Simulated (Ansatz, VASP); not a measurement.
# Two plane-wave programs on Zr

File INCAR:

```
SYSTEM = Zr
PREC     = Accurate       ! precision mode
ENCUT    = 520            ! plane-wave cutoff, eV
EDIFF    = 1E-6           ! SCF threshold, eV
ISMEAR   = 0              ! smearing method
SIGMA    = 0.15           ! smearing width, eV
LREAL    = .FALSE.        ! projectors in reciprocal space
LASPH    = .TRUE.         ! aspherical terms in the spheres
NELM     = 60             ! most SCF steps
ALGO     = Normal         ! electronic algorithm
ISIF     = 2              ! what is computed and relaxed
LWAVE    = .FALSE.        ! write WAVECAR
LCHARG   = .FALSE.        ! write CHGCAR
GGA      = CA             ! functional
NBANDS   = 12             ! bands
```

The input KPOINTS:

```
Automatic mesh
0
G
  18 18 18
  0 0 0
```

File POSCAR:

```
Zr
1.0
    0.0000000000      2.3226500000      2.1873500000
    2.3226500000      0.0000000000      2.1873500000
    2.3226500000      2.3226500000      0.0000000000
Zr
1
Direct
    0.0000000000      0.0000000000      0.0000000000
```

Input for Ansatz:

```yaml
crystal:
  lattice:
    - [0.0, 2.32265, 2.18735]
    - [2.32265, 0.0, 2.18735]
    - [2.32265, 2.32265, 0.0]
  atoms:
    - { symbol: Zr, position: [0.0, 0.0, 0.0] }
basis:
  ecutwfc: 420
kpoints:
  mp_grid: { grid: [18, 18, 18] }
hamiltonian:
  xc: lda
scf:
  occupations: { method: gaussian, width: 0.15 }
output:
  forces: true
  stress: true
  eigenvalues: true
```

Change from the starting cell: strain +0.030 along x and y, -0.030 along z, atoms carried along.

Alike in both runs: task single point; functional LDA; k mesh 18 × 18 × 18; occupations gaussian, width 0.15 eV; no spin polarisation.

```csv
,VASP,Ansatz
version,VASP 6.6.1,Ansatz 0.2.0
potentials or method,"VASP PAW LDA potentials, release 64 (Zr_sv), cutoff 520 eV","scalar-relativistic, plane waves, PAW"
valence electrons in the cell,12,12
```

|  | VASP | Ansatz | Ansatz less VASP |
| --- | --- | --- | --- |
| gap on the k mesh at the Fermi level (eV) | none | none | - |
| pressure (GPa) | -7.9 | -8.0 | -0.08 |
| traceless stress, the component that is largest in VASP (GPa) | 1.14 | 1.15 | +0.009 |

LDA's correlation is that of Perdew and Zunger in VASP and of Perdew and Wang (1992) in Ansatz. A gap of «none» marks a metal or a gap that the smearing closes.
